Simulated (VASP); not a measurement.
# Ba (P4/mmm) in VASP: a series of runs

Ba is run at these levels: r2SCAN; tasks: single point.

Everything below comes from runs of VASP 6.6.1. Logs are shortened: lines on timing, memory, paths and dates and some standing lists are left out, and cuts for length are marked.

### Step 1. The cell of the first run

Symmetry: P4/mmm, No. 123, tetragonal system. Conventional cell: a = 4.112 Å, b = 4.112 Å, c = 3.411 Å, α = 90.00°, β = 90.00°, γ = 90.00°. Within 4.5 Å of Ba (site symmetry 4/mmm) lie 6 Ba at 3.41 to 4.11 Å.

### Step 2. Single point, r2SCAN

Contents of POSCAR:

```
Ba
1.0
    4.1123750265      0.0000000000      0.0000000000
    0.0000000000      4.1123750265      0.0000000000
    0.0000000000      0.0000000000      3.4105839905
Ba
1
Direct
    0.5000000000      0.5000000000      0.5000000000
```

Contents of INCAR.step1:

```
PREC = Accurate ; ENCUT = 520
ISMEAR = 0 ; SIGMA = 0.15
LREAL = F ; LASPH = T
NELM = 100 ; NBANDS = 11
GGA = PE ; ALGO = Normal
EDIFF = 1E-4 ; LWAVE = T
LCHARG = F
```

Contents of INCAR.step2:

```
PREC = Accurate ; ENCUT = 520
EDIFF = 1E-6 ; ISMEAR = 0
SIGMA = 0.15 ; LREAL = F
LASPH = T ; NELM = 100
ALGO = Normal ; ISIF = 2
LWAVE = F ; LCHARG = F
METAGGA = R2SCAN ; LMIXTAU = T
NBANDS = 11 ; ISTART = 1
```

Contents of KPOINTS:

```
regular mesh
0
Gamma
  14 14 14
```

Potentials or basis: VASP PAW PBE potentials, release 64 (Ba_sv).

Launch:

```bash
$ cat potpaw_PBE.64/Ba_sv/POTCAR > POTCAR
$ cp INCAR.step1 INCAR
$ mpirun -np 1 vasp_std > vasp.out
$ cp INCAR.step2 INCAR
$ mpirun -np 1 vasp_std > vasp.out
```

OUTCAR:

```text
PREC = Accurate
   ENCUT = 520
   EDIFF = 1E-6
   ISMEAR = 0
   LREAL = F
   LASPH = T
   NELM = 100
   ISIF = 2
   METAGGA = R2SCAN
   ISTART = 1

 ion  position               nearest neighbor table
   1  0.500  0.500  0.500-

  LATTYP: Found a simple tetragonal cell.
 ALAT       =     4.1123750265
 C/A-ratio  =     0.8293465378

  Lattice vectors:

 A1 = (   4.1123750265,   0.0000000000,   0.0000000000)
 A2 = (   0.0000000000,   4.1123750265,   0.0000000000)
 A3 = (   0.0000000000,   0.0000000000,   3.4105839905)

Analysis of symmetry for initial positions (statically):
=====================================================================
 Subroutine PRICEL returns:
 Original cell was already a primitive cell.

 Routine SETGRP: Setting up the symmetry group for a
 simple tetragonal supercell.

 Subroutine GETGRP returns: Found 16 space group operations
 (whereof 16 operations were pure point group operations)
 out of a pool of 16 trial point group operations.

The static configuration has the point symmetry D_4h.

Analysis of symmetry for dynamics (positions and initial velocities):
=====================================================================
 Subroutine PRICEL returns:
 Original cell was already a primitive cell.

 Routine SETGRP: Setting up the symmetry group for a
 simple tetragonal supercell.

 Subroutine GETGRP returns: Found 16 space group operations
 (whereof 16 operations were pure point group operations)
 out of a pool of 16 trial point group operations.

The dynamic configuration has the point symmetry D_4h.

 Subroutine INISYM returns: Found 16 space group operations
 (whereof 16 operations are pure point group operations),
 and found     1 'primitive' translations

----------------------------------------------------------------------------------------

                                     Primitive cell

  volume of cell :      57.6785

  direct lattice vectors                    reciprocal lattice vectors
     4.112375026  0.000000000  0.000000000     0.243168484  0.000000000  0.000000000
     0.000000000  4.112375026  0.000000000     0.000000000  0.243168484  0.000000000
     0.000000000  0.000000000  3.410583991     0.000000000  0.000000000  0.293204918

  length of vectors
     4.112375026  4.112375026  3.410583991     0.243168484  0.243168484  0.293204918

  position of ions in fractional coordinates (direct lattice)
     0.500000000  0.500000000  0.500000000

  ion indices of the primitive-cell ions
   primitive index   ion index
                 1           1

----------------------------------------------------------------------------------------

 KPOINTS: regular mesh

Automatic generation of k-mesh.
 Grid dimensions read from file:
 generate k-points for:   14   14   14

 Generating k-lattice:

  Cartesian coordinates                     Fractional coordinates (reciprocal lattice)
     0.017369177  0.000000000  0.000000000     0.071428571  0.000000000  0.000000000
     0.000000000  0.017369177  0.000000000     0.000000000  0.071428571  0.000000000
     0.000000000  0.000000000  0.020943208     0.000000000  0.000000000  0.071428571

  Length of vectors
     0.017369177  0.017369177  0.020943208

  Shift w.r.t. Gamma in fractional coordinates (k-lattice)
     0.000000000  0.000000000  0.000000000

 Subroutine IBZKPT returns following result:
 ===========================================

 Found    288 irreducible k-points:

 Following reciprocal coordinates:
            Coordinates               Weight
  0.000000  0.000000  0.000000      1.000000
  0.071429  0.000000  0.000000      4.000000
  0.142857  0.000000  0.000000      4.000000
  0.214286  0.000000  0.000000      4.000000
  0.285714  0.000000  0.000000      4.000000
  0.357143  0.000000  0.000000      4.000000
[... 16 lines left out ...]
  0.285714  0.214286  0.000000      8.000000
  0.357143  0.214286  0.000000      8.000000
 [... further k-points ...]
   k-points           NKPTS =    288   k-points in BZ     NKDIM =    288   number of bands    NBANDS=     11
   number of dos      NEDOS =    301   number of ions     NIONS =      1
   total plane-waves  NPLWV =  28672
   dimension x,y,z NGX =    32 NGY =   32 NGZ =   28
   dimension x,y,z NGXF=    64 NGYF=   64 NGZF=   56
   ions per type =               1
   NGX,Y,Z   is equivalent  to a cutoff of  12.94, 12.94, 13.65 a.u.
   NGXF,Y,Z  is equivalent  to a cutoff of  25.87, 25.87, 27.30 a.u.
 SYSTEM =  unknown system
   PREC   = accura    normal or accurate (medium, high low for compatibility)
   ISTART =      1    job   : 0-new  1-cont  2-samecut
   ICHARG =      0    charge: 1-file 2-atom 10-const
   ISPIN  =      1    spin polarized calculation?
   LNONCOLLINEAR =      F non collinear calculations
   LSORBIT =      F    spin-orbit coupling
   LASPH  =      T    aspherical Exc in radial PAW
   ENCUT  =  520.0 eV  38.22 Ry    6.18 a.u.   7.65  7.65  6.34*2*pi/ulx,y,z
   NELM   =    100;   NELMIN=  2; NELMDL=  0     # of ELM steps
   EDIFF  = 0.1E-05   stopping-criterion for ELM
   LREAL  =      F    real-space projection
   EDIFFG = 0.1E-04   stopping-criterion for IOM
   NSW    =      0    number of steps for IOM
   IBRION =     -1    ionic relax: 0-MD 1-quasi-New 2-CG
   NFREE  =      0    steps in history (QN), initial steepest desc. (CG)
   ISIF   =      2    stress and relaxation
   ISYM   =      2    0-nonsym 1-usesym 2-fastsym
   POTIM  = 0.5000    time-step for ionic-motion
   TEBEG  =    0.0;   TEEND  =   0.0 temperature during run
   PSTRESS=    0.0 pullay stress
   NELECT =      10.0000    total number of electrons
   NUPDOWN=      -1.0000    fix difference up-down
   EMIN   =  10.00;   EMAX   =-10.00  energy-range for DOS
   EFERMI =   0.00;   METHOD = LEGACY
   ISMEAR =     0;   SIGMA  =   0.15  broadening in eV -4-tet -1-fermi 0-gaus
   EFERMI_NEDOS =   21; number of points for ismear=-14 and -15
   IALGO  =     38    algorithm
   IMIX   =      4    mixing-type and parameters
     AMIX     =   0.40;   BMIX     =  1.00
     AMIX_MAG =   1.60;   BMIX_MAG =  1.00
  volume/ion in A,a.u.               =      57.68       389.23
  Fermi-wavevector in a.u.,A,eV,Ry     =   0.912858  1.725052 11.337878  0.833311
  Thomas-Fermi vector in A             =   2.037303
   LORBIT       =      0    0 simple, 1 ext, 2 COOP (PROOUT), +10 PAW based schemes
   METAGGA = R2SCAN    functional components
   LHFCALC =     F    Hartree Fock is set to
   AEXX    =    0.0000 exact exchange contribution
   IVDW    =     0    specifies the selected vdW correction
   LEPSILON=     F    determine dielectric tensor
   LRPA    =     F    only Hartree local field effects (RPA)
 non-spin polarized calculation
 Gauss-broadening in eV      SIGMA  =   0.15
  energy-cutoff  :      520.00
  volume of cell :       57.68
 maximum number of plane-waves:      1572
 NGX is ok and might be reduce to    32

 number of electron      10.0000000 magnetization

 Free energy of the ion-electron system (eV)
  ---------------------------------------------------
  ext. energy  EPLUGINS =         0.00000000
  ---------------------------------------------------
  free energy    TOTEN  =       -26.00683367 eV

  energy without entropy =      -25.99815574  energy(sigma->0) =      -26.00249471

 E-fermi :   1.8826     XC(G=0):  -8.0925

 val. band max:        1.8773486356   @ k =   0.5000   0.0000   0.2143
 cond. band min:       1.9012022666   @ k =   0.1429   0.0000   0.4286
 fundamental gap:      0.0238536310
 Fermi energy:         1.8826403257

 k-point     1 :       0.0000    0.0000    0.0000
  band No.  band energies     occupation
      1     -28.3533      2.00000
      2     -12.8197      2.00000
      3     -12.8197      2.00000
      4     -12.1180      2.00000
      5      -0.6687      2.00000
      6       1.9767      0.37524
      7       1.9963      0.28399
      8       6.4927      0.00000
      9       8.0912      0.00000
     10       8.0912      0.00000
     11       9.4961      0.00000

 k-point     2 :       0.0714    0.0000    0.0000
  band No.  band energies     occupation
      1     -28.3514      2.00000
      2     -12.8481      2.00000
      3     -12.8173      2.00000
      4     -12.1162      2.00000
      5      -0.5911      2.00000
      6       1.9937      0.29507
      7       2.0533      0.10763
      8       6.3039      0.00000
      9       7.9870      0.00000
     10       8.0987      0.00000
     11       9.1994      0.00000

 k-point     3 :       0.1429    0.0000    0.0000
  band No.  band energies     occupation
      1     -28.3459      2.00000
      2     -12.9265      2.00000
      3     -12.8105      2.00000
      4     -12.1111      2.00000
      5      -0.3712      2.00000
      6       2.0395      0.13911
      7       2.2166      0.00164
      8       5.8802      0.00000
      9       7.7224      0.00000
     10       8.1201      0.00000
     11       8.5848      0.00000

 k-point     4 :       0.2143    0.0000    0.0000
  band No.  band energies     occupation
      1     -28.3381      2.00000
      2     -13.0366      2.00000
      3     -12.8006      2.00000
      4     -12.1038      2.00000
      5      -0.0428      2.00000
      6       2.1078      0.03378
      7       2.4452      0.00000
      8       5.4132      0.00000
      9       7.3919      0.00000
     10       7.9935      0.00000
     11       8.1513      0.00000

 k-point     5 :       0.2857    0.0000    0.0000
  band No.  band energies     occupation
      1     -28.3293      2.00000
      2     -13.1550      2.00000
      3     -12.7896      2.00000
      4     -12.0956      2.00000
      5       0.3495      2.00000
      6       2.1876      0.00404
      7       2.6526      0.00000
      8       5.0000      0.00000
      9       7.0748      0.00000
     10       7.6278      0.00000
     11       8.1866      0.00000
[... 211 lines left out ...]
 k-point    21 :       0.5000    0.1429    0.0000
  band No.  band energies     occupation
      1     -28.3069      2.00000
      2     -13.3384      2.00000
      3     -12.8705      2.00000
      4     -12.0748      2.00000
      5       1.5910      1.99403
      6       2.1212      0.02452
      7       2.5859      0.00000
      8       4.6549      0.00000
      9       6.6562      0.00000
     10       7.9328      0.00000
     11       8.2318      0.00000

 k-point    22 :       0.2143    0.2143    0.0000
  band No.  band energies     occupation
      1     -28.3231      2.00000
      2     -13.0217      2.00000
      3     -13.0034      2.00000
      4     -12.0898      2.00000
      5       0.5379      2.00000
      6       2.2408      0.00073
      7       2.9331      0.00000
      8       4.2649      0.00000
      9       7.4039      0.00000
     10       7.5682      0.00000
     11       9.2919      0.00000

 k-point    23 :       0.2857    0.2143    0.0000
  band No.  band energies     occupation
      1     -28.3144      2.00000
      2     -13.1291      2.00000
      3     -12.9980      2.00000
      4     -12.0818      2.00000
      5       0.8721      2.00000
      6       2.2621      0.00035
      7       3.1476      0.00000
      8       4.0685      0.00000
      9       7.1622      0.00000
     10       7.5556      0.00000
     11       8.8474      0.00000

 k-point    24 :       0.3571    0.2143    0.0000
  band No.  band energies     occupation
      1     -28.3066      2.00000
      2     -13.2300      2.00000
      3     -12.9859      2.00000
      4     -12.0746      2.00000
      5       1.2047      2.00000
      6       2.2113      0.00194
      7       3.0874      0.00000
      8       4.3266      0.00000
      9       6.9236      0.00000
     10       7.5949      0.00000
     11       8.4654      0.00000

 [... further k-points ...]
[... 5 lines left out ...]
  --------------------------------------------------------------------------------------
  -------------------------------------------------------------------------------------
  Total       -0.6913585     -0.6913585      2.2343552      0.0000000     -0.0000000      0.0000000
  in kB      -19.2043544    -19.2043544     62.0652664      0.0000000     -0.0000000      0.0000000
  external PRESSURE =       7.8855192 kB  Pullay stress =       0.0000000 kB

 VOLUME and BASIS-vectors are now :
 -----------------------------------------------------------------------------
  energy-cutoff  :      520.00
  volume of cell :       57.68
      direct lattice vectors                 reciprocal lattice vectors
     4.112375026  0.000000000  0.000000000     0.243168484  0.000000000  0.000000000
     0.000000000  4.112375026  0.000000000     0.000000000  0.243168484  0.000000000
     0.000000000  0.000000000  3.410583991     0.000000000  0.000000000  0.293204918

 POSITION                                       TOTAL-FORCE (eV/Angst)
 -----------------------------------------------------------------------------------
      2.05619      2.05619      1.70529         0.000000      0.000000      0.000000
 -----------------------------------------------------------------------------------
    total drift:                                0.000000     -0.000000     -0.000000

  FREE ENERGIE OF THE ION-ELECTRON SYSTEM (eV)
  ---------------------------------------------------
  free  energy   TOTEN  =       -26.0068336703 eV

  energy  without entropy=      -25.9981557406  energy(sigma->0) =      -26.00249471
```

Run time: 3 min. Hardware: 1 thread of Intel Xeon Platinum 8559C (Emerald Rapids), shared host; peak memory 0.32 GiB.

What came out:

```
Free energy            : -26.0068 eV
Pressure               : 0.8 GPa
Band gap on the k mesh : zero (band 5 reaches 2.44 eV, above the bottom of band 6 at 1.32 eV)
```

Stress tensor (GPa, compression positive):
```
-1.92  0.00  0.00
 0.00 -1.92  0.00
 0.00  0.00  6.21
```

Caveat: the PAW data sets were made with another functional, which shifts forces and pressure a little; spin-orbit coupling is left out, which moves the levels of the heavy elements.

### Step 3. Single point, r2SCAN

This run uses another cell than the first one, of the same volume but with other edges.

Contents of POSCAR:

```
Ba
1.0
    4.2222992844      0.0000000000      0.0000000000
    0.0000000000      4.2222992844      0.0000000000
    0.0000000000      0.0000000000      3.2353118469
Ba
1
Direct
    0.5000000000      0.5000000000      0.5000000000
```

Contents of INCAR.step1:

```
ALGO     = Normal         # electronic algorithm
EDIFF    = 1E-4           # SCF threshold, eV
ENCUT    = 520            # plane-wave cutoff, eV
GGA      = PE             # functional
ISMEAR   = 0              # smearing method
LASPH    = T              # aspherical terms in the spheres
LCHARG   = F              # write CHGCAR
LREAL    = F              # projectors in reciprocal space
LWAVE    = T              # write WAVECAR
NBANDS   = 11             # bands
NELM     = 100            # most SCF steps
PREC     = Accurate       # precision mode
SIGMA    = 0.15           # smearing width, eV
```

Contents of INCAR.step2:

```
ALGO     = Normal         # electronic algorithm
EDIFF    = 1E-7           # SCF threshold, eV
ENCUT    = 520            # plane-wave cutoff, eV
ISIF     = 2              # what is computed and relaxed
ISMEAR   = 0              # smearing method
ISTART   = 1            
LASPH    = T              # aspherical terms in the spheres
LCHARG   = F              # write CHGCAR
LMIXTAU  = T            
LREAL    = F              # projectors in reciprocal space
LWAVE    = F              # write WAVECAR
METAGGA  = R2SCAN         # meta-GGA
NBANDS   = 11             # bands
NELM     = 100            # most SCF steps
PREC     = Accurate       # precision mode
SIGMA    = 0.15           # smearing width, eV
```

Contents of KPOINTS:

```
k-points
0
Gamma
  14 14 14
```

Potentials or basis: VASP PAW PBE potentials, release 64 (Ba_sv).

Launch:

```bash
$ cat potpaw_PBE.64/Ba_sv/POTCAR > POTCAR
$ cp INCAR.step1 INCAR
$ mpirun -np 1 vasp_std > vasp.out
$ cp INCAR.step2 INCAR
$ mpirun -np 1 vasp_std > vasp.out
```

It took 2.7 min on 1 thread of Intel Xeon Platinum 8559C (Emerald Rapids), shared host; peak memory 0.31 GiB.

Results (log left out):

- Free energy: -25.8165 eV
- Pressure: 1.2 GPa
- Band gap on the k mesh: zero (band 5 reaches 2.66 eV, above the bottom of band 6 at 1.08 eV)

Stress tensor (GPa, compression positive):
```
-2.78  0.00  0.00
 0.00 -2.78  0.00
 0.00  0.00  9.20
```

Levels at points of the mesh, in eV from the Fermi level:
```tsv
k point	band 1	band 2	band 3	band 4	band 5	band 6	band 7	band 8	band 9	band 10
(0.00, 0.00, 0.00)	-30.33	-14.80	-14.80	-13.61	-2.45	0.05	0.06	4.24	6.76	6.76
(0.50, 0.00, 0.00)	-30.30	-15.24	-14.76	-13.58	-0.59	0.32	0.65	2.34	5.61	5.79
(0.50, 0.50, 0.00)	-30.27	-15.17	-15.17	-13.56	-0.93	0.35	3.20	3.20	5.40	5.83
(0.00, 0.00, 0.50)	-29.85	-16.59	-14.37	-14.37	0.85	1.23	1.23	1.88	1.94	5.35
(0.50, 0.00, 0.50)	-29.82	-16.53	-14.72	-14.34	-1.35	1.54	2.01	3.95	4.46	4.61
(0.50, 0.50, 0.50)	-29.80	-16.47	-14.68	-14.68	-0.74	-0.74	1.52	4.55	6.30	7.59
```

Caveat: the PAW data sets were made with another functional, which shifts forces and pressure a little; spin-orbit coupling is left out, which moves the levels of the heavy elements.
